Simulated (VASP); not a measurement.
Al:

```
Al
1.0
     0.00000    2.02481    2.02481
     2.02481    0.00000    2.02481
     2.02481    2.02481    0.00000
Al
1
Direct
  0.00000 0.00000 0.00000
```

Base run:

- Program: VASP 6.6.1
- Functional: revPBE
- Potentials or basis: VASP PAW PBE potentials, release 64 (Al)
- Cutoff: 520 eV
- k mesh: 14 × 14 × 14
- Occupations: gaussian, width 0.1 eV
- Spin: no spin polarisation

Its results: pressure 0.2 GPa.

After a change of settings the same cell gave: pressure -3.9 GPa. Which change was it?
A. functional from revPBE to PBEsol
B. functional from revPBE to RPBE; further incar settings from ALGO = Normal; EDIFF = 1e-06; NBANDS = 8 to ALGO = Normal; EDIFF = 1e-07; NBANDS = 8
C. functional from revPBE to LDA; potentials or basis from VASP PAW PBE potentials, release 64 (Al) to VASP PAW LDA potentials, release 64 (Al)

C.

Caveats: the PAW data sets were made with another functional, which shifts forces and pressure a little (some runs).
